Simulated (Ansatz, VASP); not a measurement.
**Co in VASP and in Ansatz**

INCAR

```
ALGO = Normal
EDIFF = 1E-6
ENCUT = 520
ISIF = 2
ISMEAR = -1
LASPH = True
LCHARG = True
LELF = True
LREAL = False
LVHAR = True
LWAVE = False
NBANDS = 16
NELM = 100
PREC = Accurate
SIGMA = 0.1
```

File KPOINTS:

```
k-points
0
Gamma
  25 25 13
```

Contents of POSCAR:

```
Co
1.0
    2.4311455359      0.0000000000      0.0000000000
   -1.2155727679      2.1054337944      0.0000000000
    0.0000000000      0.0000000000      3.9165584992
Co
2
Direct
    0.3333333333      0.6666666667      0.2500000000
    0.6666666667      0.3333333333      0.7500000000
```

Input for Ansatz:

```yaml
crystal:
  lattice:
    - [2.4311455334, 0.0, 0.0]
    - [-1.2155727667, 2.1054337922, 0.0]
    - [0.0, 0.0, 3.916558484]
  atoms:
    - { symbol: Co, position: [0.3333333333, 0.6666666667, 0.25] }
    - { symbol: Co, position: [0.6666666667, 0.3333333333, 0.75] }
hamiltonian:
  xc: lda
  pseudopotentials:
    kind: paw
    azcp:
      Co: "pseudopotentials/Co.paw.azcp"
basis:
  ecutwfc: 420
  fft_grid_basis: typed
kpoints:
  mp_grid: { grid: [25, 25, 13], shift: [0, 0, 0] }
magnetization:
  spin_polarized: false
scf:
  occupations: { method: fermi_dirac, width: 0.1 }
output:
  stress: true
```

Alike in both runs: task single point; functional LDA; k mesh 25 × 25 × 13; occupations fermi-dirac, width 0.1 eV; no spin polarisation.

|  | VASP | Ansatz |
| --- | --- | --- |
| version | VASP 6.6.1 | Ansatz 0.2.0 |
| potentials or method | VASP PAW LDA potentials, release 64 (Co), cutoff 520 eV | plane waves (420 eV) with PAW, scalar-relativistic |
| valence electrons in the cell | 18 | 34 |

VASP gave:

* pressure (GPa): -11.8
* traceless stress, the component that is largest in VASP (GPa): -0.25

Q: Which values does Ansatz return?

A: Pressure (GPa): -11.1; traceless stress, the component that is largest in VASP (GPa): -0.18.

Ansatz warns that its potentials were made for another functional, while VASP's fit it. LDA's correlation is that of Perdew and Zunger in VASP and of Perdew and Wang (1992) in Ansatz. VASP's potentials hold 18 valence electrons a cell and Ansatz's 34, so a difference there can come from the potentials and not from the codes.
